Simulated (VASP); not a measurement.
# CdS (P6_3mc) in VASP: notebook

CdS is run at these levels: PBE; tasks: single point, relaxation of shape and atoms at fixed volume.

All numbers are computed with VASP 6.6.1; they aren't measurements. Logs are shortened: lines on timing, memory, paths and dates and some standing lists are left out, and cuts for length are marked.

## 1. The cell of the first run

Symmetry: P6_3mc, No. 186, hexagonal system. Conventional cell: a = 4.252 Å, b = 4.252 Å, c = 6.918 Å, α = 90.00°, β = 90.00°, γ = 120.00°. Cd (site symmetry 3m) has 4 S at 2.60 to 2.61 Å within 3.4 Å. S (site symmetry 3m) has 4 Cd at 2.60 to 2.61 Å within 3.4 Å.

## 2. Single point, PBE (27.08 Å³/atom)

Contents of INCAR:

```
SYSTEM = CdS
PREC = Accurate
ENCUT = 520
EDIFF = 1E-7
ISMEAR = 0
SIGMA = 0.05
LREAL = .FALSE.
LASPH = .TRUE.
NELM = 80
ALGO = Normal
ISIF = 2
LWAVE = .FALSE.
LCHARG = .TRUE.
GGA = PE
LELF = .TRUE.
LVHAR = .TRUE.
NBANDS = 26
```

Contents of KPOINTS:

```
Automatic mesh
0
G
  10 10 6
  0 0 0
```

Contents of POSCAR:

```
CdS
1.0
    4.2522602843      0.0000000000      0.0000000000
   -2.1261301421      3.6825654297      0.0000000000
    0.0000000000      0.0000000000      6.9177283501
Cd S
2 2
Direct
    0.3333333333      0.6666666667      0.0041671622
    0.6666666667      0.3333333333      0.5041671622
    0.3333333333      0.6666666667      0.3808328378
    0.6666666667      0.3333333333      0.8808328378
```

Potentials or basis: VASP PAW PBE potentials, release 64 (Cd, S).

Launch:

```bash
$ cat potpaw_PBE.64/Cd/POTCAR potpaw_PBE.64/S/POTCAR > POTCAR
$ mpirun -np 1 vasp_std > vasp.out
```

OUTCAR:

```text
SYSTEM = CdS
   PREC = Accurate
   ENCUT = 520
   EDIFF = 1E-7
   ISMEAR = 0
   LREAL = .FALSE.
   LASPH = .TRUE.
   NELM = 80
   ISIF = 2
   GGA = PE

 ion  position               nearest neighbor table
   1  0.333  0.667  0.004-   4 2.60   4 2.60   4 2.60   3 2.61
   2  0.667  0.333  0.504-   3 2.60   3 2.60   3 2.60   4 2.61
   3  0.333  0.667  0.381-   2 2.60   2 2.60   2 2.60   1 2.61
   4  0.667  0.333  0.881-   1 2.60   1 2.60   1 2.60   2 2.61

  LATTYP: Found a hexagonal cell.
 ALAT       =     4.2522602843
 C/A-ratio  =     1.6268355857

  Lattice vectors:

 A1 = (   4.2522602843,   0.0000000000,   0.0000000000)
 A2 = (  -2.1261301421,   3.6825654297,   0.0000000000)
 A3 = (   0.0000000000,   0.0000000000,   6.9177283501)

Analysis of symmetry for initial positions (statically):
=====================================================================
 Subroutine PRICEL returns:
 Original cell was already a primitive cell.

 Routine SETGRP: Setting up the symmetry group for a
 hexagonal supercell.

 Subroutine GETGRP returns: Found 12 space group operations
 (whereof  6 operations were pure point group operations)
 out of a pool of 24 trial point group operations.

The static configuration has the point symmetry C_3v.
 The point group associated with its full space group is C_6v.

Analysis of symmetry for dynamics (positions and initial velocities):
=====================================================================
 Subroutine PRICEL returns:
 Original cell was already a primitive cell.

 Routine SETGRP: Setting up the symmetry group for a
 hexagonal supercell.

 Subroutine GETGRP returns: Found 12 space group operations
 (whereof  6 operations were pure point group operations)
 out of a pool of 24 trial point group operations.

The dynamic configuration has the point symmetry C_3v.
 The point group associated with its full space group is C_6v.

 Subroutine INISYM returns: Found 12 space group operations
 (whereof  6 operations are pure point group operations),
 and found     1 'primitive' translations

----------------------------------------------------------------------------------------

                                     Primitive cell

  volume of cell :     108.3263

  direct lattice vectors                    reciprocal lattice vectors
     4.252260284  0.000000000  0.000000000     0.235169047  0.135774913  0.000000000
    -2.126130142  3.682565430  0.000000000     0.000000000  0.271549826  0.000000000
     0.000000000  0.000000000  6.917728350     0.000000000  0.000000000  0.144556124

  length of vectors
     4.252260284  4.252260284  6.917728350     0.271549826  0.271549826  0.144556124

  position of ions in fractional coordinates (direct lattice)
     0.333333333  0.666666667  0.004167162
     0.666666667  0.333333333  0.504167162
     0.333333333  0.666666667  0.380832838
     0.666666667  0.333333333  0.880832838

  ion indices of the primitive-cell ions
   primitive index   ion index
                 1           1
                 2           2
                 3           3
                 4           4

----------------------------------------------------------------------------------------

 KPOINTS: Automatic mesh

Automatic generation of k-mesh.
 Grid dimensions read from file:
 generate k-points for:   10   10    6

 Generating k-lattice:

  Cartesian coordinates                     Fractional coordinates (reciprocal lattice)
     0.023516905  0.013577491  0.000000000     0.100000000  0.000000000  0.000000000
     0.000000000  0.027154983  0.000000000     0.000000000  0.100000000  0.000000000
     0.000000000  0.000000000  0.024092687     0.000000000  0.000000000  0.166666667

  Length of vectors
     0.027154983  0.027154983  0.024092687

  Shift w.r.t. Gamma in fractional coordinates (k-lattice)
     0.000000000  0.000000000  0.000000000

 Subroutine IBZKPT returns following result:
 ===========================================

 Found     56 irreducible k-points:

 Following reciprocal coordinates:
            Coordinates               Weight
  0.000000  0.000000  0.000000      1.000000
  0.100000 -0.000000  0.000000      6.000000
  0.200000 -0.000000  0.000000      6.000000
  0.300000 -0.000000  0.000000      6.000000
  0.400000 -0.000000  0.000000      6.000000
  0.500000 -0.000000  0.000000      3.000000
[... 16 lines left out ...]
  0.300000  0.100000  0.166667     24.000000
  0.400000  0.100000  0.166667     24.000000
 [... further k-points ...]
   k-points           NKPTS =     56   k-points in BZ     NKDIM =     56   number of bands    NBANDS=     26
   number of dos      NEDOS =    301   number of ions     NIONS =      4
   total plane-waves  NPLWV =  55296
   dimension x,y,z NGX =    32 NGY =   32 NGZ =   54
   dimension x,y,z NGXF=    64 NGYF=   64 NGZF=  108
   ions per type =               2   2
   NGX,Y,Z   is equivalent  to a cutoff of  12.51, 12.51, 12.98 a.u.
[... 65 lines left out ...]
 Fermi energy:         0.8751883368

 k-point     1 :       0.0000    0.0000    0.0000
  band No.  band energies     occupation
      1     -11.2705      2.00000
      2     -10.9167      2.00000
      3      -6.8344      2.00000
      4      -6.8296      2.00000
      5      -6.8296      2.00000
      6      -6.7632      2.00000
[... 18 lines left out ...]
     25       8.1087      0.00000
     26       8.1087      0.00000

 k-point     2 :       0.1000   -0.0000    0.0000
  band No.  band energies     occupation
      1     -11.2410      2.00000
      2     -10.9036      2.00000
      3      -6.8261      2.00000
      4      -6.8177      2.00000
      5      -6.8039      2.00000
      6      -6.7494      2.00000
[... 18 lines left out ...]
     25       7.9815      0.00000
     26       8.3047      0.00000

 k-point     3 :       0.2000   -0.0000    0.0000
  band No.  band energies     occupation
      1     -11.1617      2.00000
      2     -10.8709      2.00000
      3      -6.7994      2.00000
      4      -6.7893      2.00000
      5      -6.7358      2.00000
      6      -6.7044      2.00000
[... 18 lines left out ...]
     25       8.1384      0.00000
     26       8.8343      0.00000

 k-point     4 :       0.3000   -0.0000    0.0000
  band No.  band energies     occupation
      1     -11.0581      2.00000
      2     -10.8357      2.00000
      3      -6.7722      2.00000
      4      -6.7609      2.00000
      5      -6.6672      2.00000
      6      -6.6522      2.00000
[... 18 lines left out ...]
     25       8.7739      0.00000
     26       8.9822      0.00000

 k-point     5 :       0.4000   -0.0000    0.0000
  band No.  band energies     occupation
      1     -10.9654      2.00000
      2     -10.8160      2.00000
      3      -6.7560      2.00000
      4      -6.7445      2.00000
      5      -6.6180      2.00000
      6      -6.6118      2.00000
[... 18 lines left out ...]
     25       8.9530      0.00000
     26       9.7245      0.00000

 k-point     6 :       0.5000   -0.0000    0.0000
  band No.  band energies     occupation
      1     -10.9247      2.00000
      2     -10.8138      2.00000
      3      -6.7514      2.00000
      4      -6.7398      2.00000
      5      -6.5972      2.00000
      6      -6.5878      2.00000
[... 427 lines left out ...]
 k-point    21 :       0.1000    0.1000    0.1667
  band No.  band energies     occupation
      1     -11.1651      2.00000
      2     -10.8998      2.00000
      3      -6.7991      2.00000
      4      -6.7941      2.00000
      5      -6.7483      2.00000
      6      -6.7310      2.00000
[... 18 lines left out ...]
     25       8.1510      0.00000
     26       8.5215      0.00000

 k-point    22 :       0.2000    0.1000    0.1667
  band No.  band energies     occupation
      1     -11.0770      2.00000
      2     -10.8620      2.00000
      3      -6.7714      2.00000
      4      -6.7673      2.00000
      5      -6.6936      2.00000
      6      -6.6840      2.00000
[... 18 lines left out ...]
     25       8.3809      0.00000
     26       9.0099      0.00000

 k-point    23 :       0.3000    0.1000    0.1667
  band No.  band energies     occupation
      1     -10.9824      2.00000
      2     -10.8306      2.00000
      3      -6.7517      2.00000
      4      -6.7449      2.00000
      5      -6.6510      2.00000
      6      -6.6357      2.00000
[... 18 lines left out ...]
     25       8.5872      0.00000
     26       9.3434      0.00000

 k-point    24 :       0.4000    0.1000    0.1667
  band No.  band energies     occupation
      1     -10.9160      2.00000
      2     -10.8194      2.00000
      3      -6.7456      2.00000
      4      -6.7320      2.00000
      5      -6.6242      2.00000
      6      -6.6087      2.00000
[... 18 lines left out ...]
     25       8.8461      0.00000
     26       9.9261      0.00000

 [... further k-points ...]

------------------------ aborting loop because EDIFF is reached ----------------------------------------

  FORCE on cell =-STRESS in cart. coord.  units (eV):
  Direction    XX          YY          ZZ          XY          YZ          ZX
  --------------------------------------------------------------------------------------
  -------------------------------------------------------------------------------------
  Total       -1.1320979     -1.1320979     -1.1206949     -0.0000000      0.0000000      0.0000000
  in kB      -16.7440594    -16.7440594    -16.5754050     -0.0000000      0.0000000      0.0000000
  external PRESSURE =     -16.6878413 kB  Pullay stress =       0.0000000 kB

 VOLUME and BASIS-vectors are now :
 -----------------------------------------------------------------------------
  energy-cutoff  :      520.00
  volume of cell :      108.33
      direct lattice vectors                 reciprocal lattice vectors
     4.252260284  0.000000000  0.000000000     0.235169047  0.135774913  0.000000000
    -2.126130142  3.682565430  0.000000000     0.000000000  0.271549826  0.000000000
     0.000000000  0.000000000  6.917728350     0.000000000  0.000000000  0.144556124

 POSITION                                       TOTAL-FORCE (eV/Angst)
 -----------------------------------------------------------------------------------
     -0.00000      2.45504      0.02883         0.000000      0.000000     -0.000871
      2.12613      1.22752      3.48769        -0.000000      0.000000     -0.000871
     -0.00000      2.45504      2.63450         0.000000     -0.000000      0.000871
      2.12613      1.22752      6.09336        -0.000000      0.000000      0.000871
 -----------------------------------------------------------------------------------
    total drift:                               -0.000000     -0.000000      0.000732

  FREE ENERGIE OF THE ION-ELECTRON SYSTEM (eV)
  ---------------------------------------------------
  free  energy   TOTEN  =       -12.2814257700 eV

  energy  without entropy=      -12.2814257700  energy(sigma->0) =      -12.28142577
```

Run time: 53 s. Hardware: 1 thread of Intel Xeon 6975P-C (Granite Rapids), shared host; peak memory 0.3 GiB.

What came out:

- Free energy: -12.2814 eV
- Pressure: -1.7 GPa
- Band gap on the k mesh: 1.02 eV

## 3. Relaxation of shape and atoms at fixed volume, PBE (25.00 Å³/atom)

This run uses another cell than the first one, of 25.00 Å³/atom.

Contents of INCAR:

```
PREC = Accurate
ENCUT = 600
EDIFF = 1E-6
ISMEAR = 0
SIGMA = 0.05
LREAL = False
LASPH = True
NELM = 80
ALGO = Normal
ISIF = 4
LWAVE = False
LCHARG = False
GGA = PE
IBRION = 2
NSW = 60
EDIFFG = -0.01
```

Contents of KPOINTS:

```
regular mesh
0
Gamma
  10 10 6
```

Contents of POSCAR:

```
CdS
1.0
    4.1403062999      0.0000000000      0.0000000000
   -2.0701531500      3.5856104352      0.0000000000
    0.0000000000      0.0000000000      6.7355976246
Cd S
2 2
Direct
    0.3333333333      0.6666666667      0.0041671622
    0.6666666667      0.3333333333      0.5041671622
    0.3333333333      0.6666666667      0.3808328378
    0.6666666667      0.3333333333      0.8808328378
```

Potentials or basis: VASP PAW PBE potentials, release 64 (Cd, S).

Launch:

```bash
$ cat potpaw_PBE.64/Cd/POTCAR potpaw_PBE.64/S/POTCAR > POTCAR
$ mpirun -np 1 vasp_std > vasp.out
```

It took 50 s on 1 thread of Intel Xeon 6975P-C (Granite Rapids), shared host; peak memory 0.32 GiB.

It converged, with:

| Item | Value |
| --- | --- |
| Free energy | -12.2609 eV |
| Pressure after relaxing | 2.7 GPa |
| Largest force after relaxing | 0.004 eV/Å |
| Band gap on the k mesh | 1.21 eV |

Forces on the atoms (eV/Å):
```
Cd   0.000  0.000  0.004
Cd   0.000  0.000  0.004
S    0.000  0.000 -0.004
S    0.000  0.000 -0.004
```

Final structure:
```
CELL_PARAMETERS angstrom
4.14031 0.00000 0.00000
-2.07015 3.58561 0.00000
0.00000 0.00000 6.73560
ATOMIC_POSITIONS crystal
Cd 0.33333 0.66667 0.00417
Cd 0.66667 0.33333 0.50417
S 0.33333 0.66667 0.38083
S 0.66667 0.33333 0.88083
```

Levels at points of the mesh, in eV from the valence-band top:
```tsv
k point	band 15	band 16	band 17	band 18	band 19	band 20	band 21	band 22
(0.00, 0.00, 0.00)	-0.75	-0.04	0.00	0.00	1.21	2.79	6.48	6.48
(0.50, 0.00, 0.00)	-2.62	-1.86	-1.28	-0.75	3.72	3.89	5.11	6.40
(0.00, 0.00, 0.50)	-0.39	-0.39	-0.39	-0.39	2.85	2.85	6.19	6.19
(0.50, 0.00, 0.50)	-1.34	-1.34	-1.32	-1.32	3.49	3.49	5.38	5.38
```

Caveat: the relaxation stopped at its first step, so nothing moved.

## 4. Relaxation of shape and atoms at fixed volume, PBE (26.56 Å³/atom)

This run uses another cell than the first one, of 26.56 Å³/atom.

Contents of INCAR:

```
  ALGO = Normal
  EDIFF = 1E-6
  EDIFFG = -0.01
  ENCUT = 600
  GGA = PE
  IBRION = 2
  ISIF = 4
  ISMEAR = 0
  LASPH = True
  LCHARG = False
  LREAL = False
  LWAVE = False
  NELM = 80
  NSW = 60
  PREC = Accurate
  SIGMA = 0.05
```

Contents of KPOINTS:

```
k-points
0
Gamma
  10 10 6
```

Contents of POSCAR:

```
CdS
1.0
    4.2248255832      0.0000000000      0.0000000000
   -2.1124127916      3.6588062816      0.0000000000
    0.0000000000      0.0000000000      6.8730966021
Cd S
2 2
Direct
    0.3333333333      0.6666666667      0.0041671622
    0.6666666667      0.3333333333      0.5041671622
    0.3333333333      0.6666666667      0.3808328378
    0.6666666667      0.3333333333      0.8808328378
```

Launch:

```bash
$ cat potpaw_PBE.64/Cd/POTCAR potpaw_PBE.64/S/POTCAR > POTCAR
$ mpirun -np 1 vasp_std > vasp.out
```

Wall time 4.7 min (1 thread of Oxide Virtual Turin-like, shared host); peak memory 0.29 GiB.

It converged, with:

| Item | Value |
| --- | --- |
| Free energy | -12.2967 eV |
| Pressure after relaxing | -0.8 GPa |
| Band gap on the k mesh | 1.07 eV |

Final structure:
```
Cd S
1.0
     4.22483    0.00000    0.00000
    -2.11241    3.65881    0.00000
     0.00000    0.00000    6.87310
Cd S
2 2
Cartesian
  0.0000 2.4392 0.0286
  2.1124 1.2196 3.4652
  0.0000 2.4392 2.6175
  2.1124 1.2196 6.0540
```

Levels at points of the mesh, in eV from the valence-band top:
```tsv
k point	band 16	band 17	band 18	band 19	band 20	band 21
(0.00, 0.00, 0.00)	-0.03	0.00	0.00	1.07	2.70	6.48
(0.50, 0.00, 0.00)	-1.66	-1.14	-0.67	3.57	3.86	5.13
(0.00, 0.00, 0.50)	-0.35	-0.35	-0.35	2.71	2.71	6.11
(0.50, 0.00, 0.50)	-1.19	-1.18	-1.18	3.44	3.44	5.34
```

Caveat: the relaxation stopped at its first step, so nothing moved.

## 5. Relaxation of shape and atoms at fixed volume, PBE (27.08 Å³/atom)

Contents of INCAR:

```
SYSTEM = CdS
PREC     = Accurate       ! precision mode
ENCUT    = 600            ! plane-wave cutoff, eV
EDIFF    = 1E-6           ! SCF threshold, eV
ISMEAR   = 0              ! smearing method
SIGMA    = 0.05           ! smearing width, eV
LREAL    = .False.        ! projectors in reciprocal space
LASPH    = .True.         ! aspherical terms in the spheres
NELM     = 100            ! most SCF steps
ALGO     = Normal         ! electronic algorithm
ISIF     = 4              ! what is computed and relaxed
LWAVE    = .False.        ! write WAVECAR
LCHARG   = .False.        ! write CHGCAR
GGA      = PE             ! functional
IBRION   = 2              ! ionic algorithm
NSW      = 60             ! ionic steps
EDIFFG   = -0.01          ! ionic threshold
```

Contents of KPOINTS:

```
Automatic mesh
0
Gamma
  10 10 6
  0 0 0
```

Contents of POSCAR:

```
CdS
1.0
    4.2522602843      0.0000000000      0.0000000000
   -2.1261301421      3.6825654297      0.0000000000
    0.0000000000      0.0000000000      6.9177283501
Cd S
2 2
Direct
    0.3333333333      0.6666666667      0.0041671622
    0.6666666667      0.3333333333      0.5041671622
    0.3333333333      0.6666666667      0.3808328378
    0.6666666667      0.3333333333      0.8808328378
```

Launch:

```bash
$ cat potpaw_PBE.64/Cd/POTCAR potpaw_PBE.64/S/POTCAR > POTCAR
$ mpirun -np 1 vasp_std > vasp.out
```

Run time: 6.1 min. Hardware: 1 thread of Oxide Virtual Turin-like, shared host; peak memory 0.3 GiB.

Results (log left out):

```
Free energy             : -12.2811 eV
Pressure after relaxing : -1.7 GPa
Band gap on the k mesh  : 1.02 eV
```

Final structure:
```
Cd S
1.0
     4.25226    0.00000    0.00000
    -2.12613    3.68257    0.00000
     0.00000    0.00000    6.91773
Cd S
2 2
Direct
  0.33333 0.66667 0.00417
  0.66667 0.33333 0.50417
  0.33333 0.66667 0.38083
  0.66667 0.33333 0.88083
```

Levels at points of the mesh, in eV from the valence-band top:
```
           k point  band 16  band 17  band 18  band 19  band 20  band 21
(0.00, 0.00, 0.00)    -0.03     0.00     0.00     1.02     2.67     6.47
(0.50, 0.00, 0.00)    -1.60    -1.10    -0.64     3.52     3.85     5.13
(0.00, 0.00, 0.50)    -0.33    -0.33    -0.33     2.66     2.66     6.09
(0.50, 0.00, 0.50)    -1.15    -1.14    -1.14     3.41     3.41     5.32
```

Caveat: the relaxation stopped at its first step, so nothing moved.

## 6. Summary

| task | cell | cutoff (eV) | gap on the mesh (eV) | pressure (GPa) |
| --- | --- | --- | --- | --- |
| single point | a = 4.252, b = 4.252, c = 6.918 Å, angles 90.0, 90.0, 120.0°, 4 atoms | 520 | 1.02 | -1.7 |
| relaxation of shape and atoms at fixed volume | relaxed from a = 4.140, b = 4.140, c = 6.736 Å, angles 90.0, 90.0, 120.0°, 4 atoms | 600 | 1.21 | 2.7 |
| relaxation of shape and atoms at fixed volume | relaxed from a = 4.225, b = 4.225, c = 6.873 Å, angles 90.0, 90.0, 120.0°, 4 atoms | 600 | 1.07 | -0.8 |
| relaxation of shape and atoms at fixed volume | relaxed from a = 4.252, b = 4.252, c = 6.918 Å, angles 90.0, 90.0, 120.0°, 4 atoms | 600 | 1.02 | -1.7 |

Alike in all rows: level PBE; potentials or basis VASP PAW PBE potentials, release 64 (Cd, S); no spin polarisation; k mesh 10 × 10 × 6; smearing gaussian 0.05 eV.

Caveats: the relaxation stopped at its first step, so nothing moved (at least some runs).

Absolute energies hang on the potentials; compare differences alone.
